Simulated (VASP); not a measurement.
# Al in VASP: a series of runs

Al is run at these levels: PBE; tasks: single point.

Everything below comes from runs of VASP 6.6.1. Logs are shortened: lines on timing, memory, paths and dates and some standing lists are left out, and cuts for length are marked.

### 1 The cell of the first run

The typed cell holds 8 atoms: a = 4.002 Å, b = 4.002 Å, c = 8.245 Å, α = 90.00°, β = 90.00°, γ = 90.00°.

The cell was built from a structure type or drawn by symmetry, and may not be a known phase.

### 2 Single point, PBE

Input file INCAR:

```
SYSTEM = Al
PREC     = Accurate       ! precision mode
ENCUT    = 520            ! plane-wave cutoff, eV
EDIFF    = 1E-6           ! SCF threshold, eV
ISMEAR   = 0              ! smearing method
SIGMA    = 0.1            ! smearing width, eV
LREAL    = .False.        ! projectors in reciprocal space
LASPH    = .True.         ! aspherical terms in the spheres
NELM     = 60             ! most SCF steps
ALGO     = Normal         ! electronic algorithm
ISIF     = 2              ! what is computed and relaxed
LWAVE    = .False.        ! write WAVECAR
LCHARG   = .False.        ! write CHGCAR
GGA      = PE             ! functional
NBANDS   = 22             ! bands
```

Input file KPOINTS:

```
Automatic mesh
0
Gamma
  4 4 2
  0 0 0
```

Input file POSCAR:

```
Al
1.0
    4.0018288908      0.0000000000      0.0000000000
    0.0000000000      4.0018288908      0.0000000000
    0.0000000000      0.0000000000      8.2452507886
Al
8
Direct
    0.2500840686      0.7502480965      0.1579585537
    0.7499159314      0.2497519035      0.6579585537
    0.2497519035      0.2500840686      0.9079585537
    0.7502480965      0.7499159314      0.4079585537
    0.7497485971      0.7503256132      0.9077152863
    0.2502514029      0.2496743868      0.4077152863
    0.2496743868      0.7497485971      0.6577152863
    0.7503256132      0.2502514029      0.1577152863
```

Potentials or basis: VASP PAW PBE potentials, release 64 (Al).

Launch:

```console
$ cat potpaw_PBE.64/Al/POTCAR > POTCAR
$ mpirun -np 1 vasp_std > vasp.out
```

OUTCAR:

```text
SYSTEM = Al
   PREC = Accurate
   ENCUT = 520
   EDIFF = 1E-6
   ISMEAR = 0
   LREAL = .False.
   LASPH = .True.
   NELM = 60
   ISIF = 2
   GGA = PE

 ion  position               nearest neighbor table
   1  0.250  0.750  0.158-   8 2.83   8 2.83   8 2.83   8 2.83   6 2.87   3 2.87   4 2.87   6 2.87
                             3 2.87   4 2.87   5 2.87   5 2.88
   2  0.750  0.250  0.658-   7 2.83   7 2.83   7 2.83   7 2.83   5 2.87   4 2.87   3 2.87   5 2.87
                             4 2.87   3 2.87   6 2.87   6 2.88
   3  0.250  0.250  0.908-   5 2.83   5 2.83   5 2.83   5 2.83   8 2.87   1 2.87   2 2.87   8 2.87
                             1 2.87   2 2.87   7 2.87   7 2.88
   4  0.750  0.750  0.408-   6 2.83   6 2.83   6 2.83   6 2.83   7 2.87   2 2.87   1 2.87   7 2.87
                             1 2.87   2 2.87   8 2.87   8 2.88
   5  0.750  0.750  0.908-   3 2.83   3 2.83   3 2.83   3 2.83   2 2.87   8 2.87   7 2.87   2 2.87
                             8 2.87   7 2.87   1 2.87   1 2.88
   6  0.250  0.250  0.408-   4 2.83   4 2.83   4 2.83   4 2.83   1 2.87   7 2.87   8 2.87   1 2.87
                             8 2.87   7 2.87   2 2.87   2 2.88
   7  0.250  0.750  0.658-   2 2.83   2 2.83   2 2.83   2 2.83   4 2.87   5 2.87   6 2.87   4 2.87
                             5 2.87   6 2.87   3 2.87   3 2.88
   8  0.750  0.250  0.158-   1 2.83   1 2.83   1 2.83   1 2.83   3 2.87   6 2.87   5 2.87   3 2.87
                             6 2.87   5 2.87   4 2.87   4 2.88

  LATTYP: Found a simple tetragonal cell.
 ALAT       =     4.0018288908
 C/A-ratio  =     2.0603706489

  Lattice vectors:

 A1 = (   4.0018288908,   0.0000000000,   0.0000000000)
 A2 = (   0.0000000000,   4.0018288908,   0.0000000000)
 A3 = (   0.0000000000,   0.0000000000,   8.2452507886)

Analysis of symmetry for initial positions (statically):
=====================================================================
 Subroutine PRICEL returns:
 Original cell was already a primitive cell.

 Routine SETGRP: Setting up the symmetry group for a
 simple tetragonal supercell.

 Subroutine GETGRP returns: Found  4 space group operations
 (whereof  1 operations were pure point group operations)
 out of a pool of 16 trial point group operations.

The static configuration has the point symmetry C_1 .
 The point group associated with its full space group is C_1 .

Analysis of symmetry for dynamics (positions and initial velocities):
=====================================================================
 Subroutine PRICEL returns:
 Original cell was already a primitive cell.

 Routine SETGRP: Setting up the symmetry group for a
 simple tetragonal supercell.

 Subroutine GETGRP returns: Found  4 space group operations
[... 113 lines left out ...]
   PSTRESS=    0.0 pullay stress
   NELECT =      24.0000    total number of electrons
   NUPDOWN=      -1.0000    fix difference up-down
   EMIN   =  10.00;   EMAX   =-10.00  energy-range for DOS
   EFERMI =   0.00;   METHOD = LEGACY
   ISMEAR =     0;   SIGMA  =   0.10  broadening in eV -4-tet -1-fermi 0-gaus
   EFERMI_NEDOS =   21; number of points for ismear=-14 and -15
   IALGO  =     38    algorithm
   IMIX   =      4    mixing-type and parameters
     AMIX     =   0.40;   BMIX     =  1.00
     AMIX_MAG =   1.60;   BMIX_MAG =  1.00
  volume/ion in A,a.u.               =      16.51       111.39
  Fermi-wavevector in a.u.,A,eV,Ry     =   0.927338  1.752416 11.700420  0.859957
  Thomas-Fermi vector in A             =   2.053398
   LORBIT       =      0    0 simple, 1 ext, 2 COOP (PROOUT), +10 PAW based schemes
   GGA     = PE    functional components
   LHFCALC =     F    Hartree Fock is set to
   AEXX    =    0.0000 exact exchange contribution
   IVDW    =     0    specifies the selected vdW correction
   LEPSILON=     F    determine dielectric tensor
   LRPA    =     F    only Hartree local field effects (RPA)
 non-spin polarized calculation
 Gauss-broadening in eV      SIGMA  =   0.10
  energy-cutoff  :      520.00
  volume of cell :      132.04
 maximum number of plane-waves:      3606
 NGX is ok and might be reduce to    30

 number of electron      24.0000000 magnetization

 Free energy of the ion-electron system (eV)
  ---------------------------------------------------
  ext. energy  EPLUGINS =         0.00000000
  ---------------------------------------------------
  free energy    TOTEN  =       -29.91232919 eV

  energy without entropy =      -29.88006900  energy(sigma->0) =      -29.89619910

 E-fermi :   7.7399     XC(G=0): -10.1950

 val. band max:        7.4598822449   @ k =   0.5000   0.2500   0.0000
 cond. band min:       7.7421359549   @ k =   0.2500   0.0000   0.0000
 fundamental gap:      0.2822537100
 Fermi energy:         7.7399277796

 k-point     1 :       0.0000    0.0000    0.0000
  band No.  band energies     occupation
      1      -3.1350      2.00000
      2      -0.9735      2.00000
      3      -0.9735      2.00000
      4       4.8007      2.00000
      5       5.2179      2.00000
      6       5.2179      2.00000
[... 289 lines left out ...]
     21      14.2783      0.00000
     22      14.2793      0.00000

------------------------ aborting loop because EDIFF is reached ----------------------------------------

  FORCE on cell =-STRESS in cart. coord.  units (eV):
  Direction    XX          YY          ZZ          XY          YZ          ZX
  --------------------------------------------------------------------------------------
  -------------------------------------------------------------------------------------
  Total       -0.0879898     -0.0879898     -0.0665020     -0.0000000      0.0000000      0.0000000
  in kB       -1.0676326     -1.0676326     -0.8069089     -0.0000000      0.0000000      0.0000000
  external PRESSURE =      -0.9807247 kB  Pullay stress =       0.0000000 kB

 VOLUME and BASIS-vectors are now :
 -----------------------------------------------------------------------------
  energy-cutoff  :      520.00
  volume of cell :      132.04
      direct lattice vectors                 reciprocal lattice vectors
     4.001828891  0.000000000  0.000000000     0.249885747  0.000000000  0.000000000
     0.000000000  4.001828891  0.000000000     0.000000000  0.249885747  0.000000000
     0.000000000  0.000000000  8.245250789     0.000000000  0.000000000  0.121281939

 POSITION                                       TOTAL-FORCE (eV/Angst)
 -----------------------------------------------------------------------------------
      1.00079      3.00236      1.30241         0.001909     -0.002922     -0.004068
      3.00104      0.99946      5.42503        -0.001909      0.002922     -0.004068
      0.99946      1.00079      7.48635         0.002922      0.001909     -0.004068
      3.00236      3.00104      3.36372        -0.002922     -0.001909     -0.004068
      3.00037      3.00267      7.48434         0.000592     -0.004793      0.004068
      1.00146      0.99915      3.36171        -0.000592      0.004793      0.004068
      0.99915      3.00037      5.42303         0.004793      0.000592      0.004068
      3.00267      1.00146      1.30040        -0.004793     -0.000592      0.004068
 -----------------------------------------------------------------------------------
    total drift:                                0.000000     -0.000000      0.000052

  FREE ENERGIE OF THE ION-ELECTRON SYSTEM (eV)
  ---------------------------------------------------
  free  energy   TOTEN  =       -29.9123291919 eV

  energy  without entropy=      -29.8800690016  energy(sigma->0) =      -29.89619910
```

OSZICAR:

```text
N       E                     dE             d eps       ncg     rms          rms(c)
DAV:   1     0.222153341158E+02    0.22215E+02   -0.84976E+03   528   0.877E+02
DAV:   2    -0.281853379908E+02   -0.50401E+02   -0.48037E+02   688   0.115E+02
DAV:   3    -0.300755638371E+02   -0.18902E+01   -0.18686E+01   656   0.181E+01
DAV:   4    -0.300915174010E+02   -0.15954E-01   -0.15948E-01   584   0.214E+00
DAV:   5    -0.300917056730E+02   -0.18827E-03   -0.18827E-03   626   0.241E-01    0.370E+00
DAV:   6    -0.299882804992E+02    0.10343E+00   -0.11927E-02   576   0.565E-01    0.216E+00
DAV:   7    -0.299130486046E+02    0.75232E-01   -0.31219E-02   564   0.852E-01    0.313E-01
DAV:   8    -0.299123524433E+02    0.69616E-03   -0.44867E-04   672   0.101E-01    0.287E-02
DAV:   9    -0.299123349274E+02    0.17516E-04   -0.10492E-05   600   0.143E-02    0.476E-03
DAV:  10    -0.299123299892E+02    0.49381E-05   -0.17126E-07   408   0.225E-03    0.269E-03
DAV:  11    -0.299123291919E+02    0.79733E-06   -0.25955E-08   354   0.897E-04
   1 F= -.29912329E+02 E0= -.29896199E+02  d E =-.322602E-01
```

Run time: 52 s. Hardware: 1 thread of Intel Xeon 8259CL, shared host; peak memory 0.22 GiB.

Results:

- Free energy: -29.9123 eV
- Pressure: -0.1 GPa
- Largest force: 0.006 eV/Å
- Band gap on the k mesh: zero (bands 12 and 13 overlap by 1.92 eV)

Forces on the atoms (eV/Å):
```
Al   0.002 -0.003 -0.004
Al  -0.002  0.003 -0.004
Al   0.003  0.002 -0.004
Al  -0.003 -0.002 -0.004
Al   0.001 -0.005  0.004
Al  -0.001  0.005  0.004
Al   0.005  0.001  0.004
Al  -0.005 -0.001  0.004
```

Levels at points of the mesh, in eV from the Fermi level:
| k point | band 9 | band 10 | band 11 | band 12 | band 13 | band 14 | band 15 | band 16 |
| --- | --- | --- | --- | --- | --- | --- | --- | --- |
| (0.00, 0.00, 0.00) | -1.14 | -0.53 | -0.53 | -0.53 | -0.53 | 0.55 | 0.55 | 1.49 |
| (0.50, 0.00, 0.00) | -0.41 | -0.41 | 0.27 | 0.28 | 1.40 | 1.40 | 1.59 | 1.59 |
| (0.50, 0.50, 0.00) | -4.12 | -4.12 | -4.12 | -4.12 | 1.31 | 1.32 | 1.32 | 1.32 |
| (0.00, 0.00, 0.50) | -0.62 | -0.62 | -0.62 | -0.62 | 1.98 | 1.98 | 1.98 | 1.98 |
| (0.50, 0.00, 0.50) | 0.09 | 0.09 | 0.09 | 0.09 | 1.63 | 1.63 | 1.63 | 1.63 |
| (0.50, 0.50, 0.50) | -1.65 | -1.65 | -1.65 | -1.65 | -1.64 | -1.64 | -1.64 | -1.64 |

Caveat: the k points lie up to 0.39 Å⁻¹ apart, too coarse for converged energies and pressures of a metal.

### 3 Single point, PBE

This run uses another cell than the first one: it holds 1 atom, not 8.

Input file INCAR:

```
  PREC = Accurate
  ENCUT = 520
  EDIFF = 1E-6
  ISMEAR = 0
  SIGMA = 0.1
  LREAL = False
  LASPH = True
  NELM = 80
  ALGO = Fast
  ISIF = 2
  LWAVE = False
  LCHARG = False
  GGA = PE
  NBANDS = 8
```

Input file KPOINTS:

```
regular mesh
0
Gamma
  28 28 28
```

Input file POSCAR:

```
Al
1.0
   -1.4287113756      1.4287113756      2.0204897049
    1.4287113756     -1.4287113756      2.0204897049
    1.4287113756      1.4287113756     -2.0204897049
Al
1
Direct
    0.5000000000      0.5000000000      0.0000000000
```

Potentials or basis: VASP PAW PBE potentials, release 64 (Al).

Launch:

```console
$ cat potpaw_PBE.64/Al/POTCAR > POTCAR
$ mpirun -np 1 vasp_std > vasp.out
```

Run time: 66 s. Hardware: 1 thread of Intel Xeon 8259CL, shared host; peak memory 0.19 GiB.

It converged, with:

| Quantity | Value |
| --- | --- |
| Free energy | -3.7464 eV |
| Pressure | -0.1 GPa |
| Band gap on the k mesh | zero (an odd number of electrons rules out a gap without spin polarisation) |

Levels at points of the mesh, in eV from the Fermi level:
| k point | band 1 | band 2 | band 3 | band 4 |
| --- | --- | --- | --- | --- |
| (0.00, 0.00, 0.00) | -11.14 | 12.62 | 12.62 | 12.62 |
| (0.50, 0.00, 0.00) | -4.59 | -4.38 | 11.41 | 11.41 |
| (0.50, 0.50, 0.00) | -2.92 | -1.60 | 5.26 | 5.60 |

### 4 Single point, PBE

This run uses another cell than the first one: it holds 4 atoms, not 8.

Input file INCAR:

```
PREC     = Accurate       # precision mode
ENCUT    = 520            # plane-wave cutoff, eV
EDIFF    = 1E-7           # SCF threshold, eV
ISMEAR   = 0              # smearing method
SIGMA    = 0.2            # smearing width, eV
LREAL    = F              # projectors in reciprocal space
LASPH    = T              # aspherical terms in the spheres
NELM     = 100            # most SCF steps
ALGO     = Normal         # electronic algorithm
ISIF     = 2              # what is computed and relaxed
LWAVE    = F              # write WAVECAR
LCHARG   = F              # write CHGCAR
GGA      = PE             # functional
NBANDS   = 14             # bands
```

Input file KPOINTS:

```
Automatic mesh
0
Gamma
  8 6 6
```

Input file POSCAR:

```
Al
1.0
   -1.4511783780      1.4503192284     -2.0519041757
    4.2618508912      1.4369669278     -1.9942669546
   -1.4381135707     -4.2610319046     -1.9957693349
Al
4
Direct
   -0.0000541772      0.2499923373      0.7500010641
    0.5000013510      0.7499924820      0.7500043550
    0.0000491204      0.7500051116      0.2500004308
    0.5000037057      0.2500100690      0.2499941500
```

Launch:

```console
$ cat potpaw_PBE.64/Al/POTCAR > POTCAR
$ mpirun -np 1 vasp_std > vasp.out
```

Wall time 2.3 min (1 thread of Intel Xeon 8259CL, shared host); peak memory 0.24 GiB.

The run converged. Its results:

| Quantity | Value |
| --- | --- |
| Free energy | -14.9969 eV |
| Pressure | 0.0 GPa |
| Band gap on the k mesh | zero (bands 6 and 7 overlap by 4.03 eV) |

Stress tensor (GPa, compression positive):
```
-0.02 -0.01 -0.09
-0.01  0.01  0.07
-0.09  0.07  0.04
```

Levels at points of the mesh, in eV from the Fermi level:
```
           k point  band 2  band 3  band 4  band 5  band 6  band 7  band 8  band 9  band 10  band 11
(0.00, 0.00, 0.00)   -4.41   -4.41   -4.11   -4.11   -2.78   -1.44    5.16    5.28     6.15     9.17
(0.50, 0.00, 0.00)   -6.70   -0.84   -0.84   -0.66   -0.66    0.26    0.26    1.20     1.20     1.26
(0.00, 0.50, 0.00)   -9.31   -4.89   -4.89   -0.42   -0.42    3.80    3.80    3.88     3.88     6.64
(0.50, 0.50, 0.00)   -5.04   -5.03   -5.03   -0.73   -0.73   -0.73   -0.73    3.87     3.87     3.88
(0.00, 0.00, 0.50)   -9.31   -4.89   -4.89   -0.42   -0.42    3.80    3.80    3.88     3.88     6.64
(0.50, 0.00, 0.50)   -5.04   -5.04   -5.04   -0.74   -0.74   -0.73   -0.73    3.87     3.87     3.88
(0.00, 0.50, 0.50)   -8.77   -6.46   -6.46    1.49    1.49    3.03    3.03    7.10     7.10     7.51
(0.50, 0.50, 0.50)   -4.56   -4.45   -4.44   -2.84   -2.84   -1.53   -1.52    5.38     5.38     5.71
```

### 5 Overview

| cell | k mesh | smearing | gap on the mesh (eV) | pressure (GPa) |
| --- | --- | --- | --- | --- |
| a = 4.002, b = 4.002, c = 8.245 Å, 8 atoms, atomic positions A | 4 × 4 × 2 | gaussian 0.1 eV | none | -0.1 |
| a = 2.857 Å, angles 120.0, 120.0, 90.0°, 1 atom, atomic positions B | 28 × 28 × 28 | gaussian 0.1 eV | none | -0.1 |
| a = 2.902, b = 4.920, c = 4.920 Å, angles 110.0, 90.0, 90.0°, 4 atoms, atomic positions C | 8 × 6 × 6 | gaussian 0.2 eV | none | 0.0 |

Alike in all rows: task single point; level PBE; potentials or basis VASP PAW PBE potentials, release 64 (Al); no spin polarisation; cutoff (eV) 520.

Caveats: some runs use coarse meshes.

Total energies depend on the potentials used, so only differences within one code and one set of settings carry meaning.
